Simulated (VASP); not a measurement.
Wanted: the native input for a VASP 6.6.1 run.

```yaml
Task: single point
Functional: PBE
Potentials_or_basis: VASP PAW PBE potentials, release 64 (Ni)
Cutoff: 520 eV
k_mesh: 12 × 12 × 7
Occupations: fermi-dirac, width 0.05 eV
Spin: collinear spin, ferrimagnetic start
Starting_moments: "[1.0, -0.5] μB"
Dipole_correction: no
Further_INCAR_settings: ALGO = Fast; EDIFF = 1e-06; NBANDS = 21
```

The structure of Ni lies in POSCAR:

```
Ni
1.0
    2.4480228978      0.0000000000      0.0000000000
   -1.2240114489      2.1200500186      0.0000000000
    0.0000000000      0.0000000000      4.0728075700
Ni
2
Direct
    0.6666666667      0.3333333333      0.7500000000
    0.3333333333      0.6666666667      0.2500000000
```

This isn't the form of Ni at room conditions, which is fcc.

The input as run:

INCAR

```
ALGO     = Fast           # electronic algorithm
EDIFF    = 1E-6           # SCF threshold, eV
ENCUT    = 520            # plane-wave cutoff, eV
GGA      = PE             # functional
ISIF     = 2              # what is computed and relaxed
ISMEAR   = -1             # smearing method
ISPIN    = 2              # spin polarisation
LASPH    = True           # aspherical terms in the spheres
LCHARG   = False          # write CHGCAR
LMAXMIX  = 4              # l up to which the mixer works
LORBIT   = 11             # projections on sites
LREAL    = False          # projectors in reciprocal space
LWAVE    = False          # write WAVECAR
MAGMOM   = 1 -0.5         # initial moments
NBANDS   = 21             # bands
NELM     = 150            # most SCF steps
PREC     = Accurate       # precision mode
SIGMA    = 0.05           # smearing width, eV
```

KPOINTS

```
k-points
0
Gamma
  12 12 7
```

Potentials or basis: VASP PAW PBE potentials, release 64 (Ni).

Launch:

```console
$ cat potpaw_PBE.64/Ni/POTCAR > POTCAR
$ mpirun -np 1 vasp_std > vasp.out
```

It gave:

```
Pressure                                              : 7.3 GPa
Net moment                                            : 1.27 μB per cell
Site moments                                          : Ni +0.64 μB
Valence electrons inside the program's atomic spheres : Ni 9.36, 9.37
```

Caveat: the cell stands under pressure.

It took 110 s on 1 thread of Intel Xeon 8259CL (shared host), peak memory 0.17 GiB.
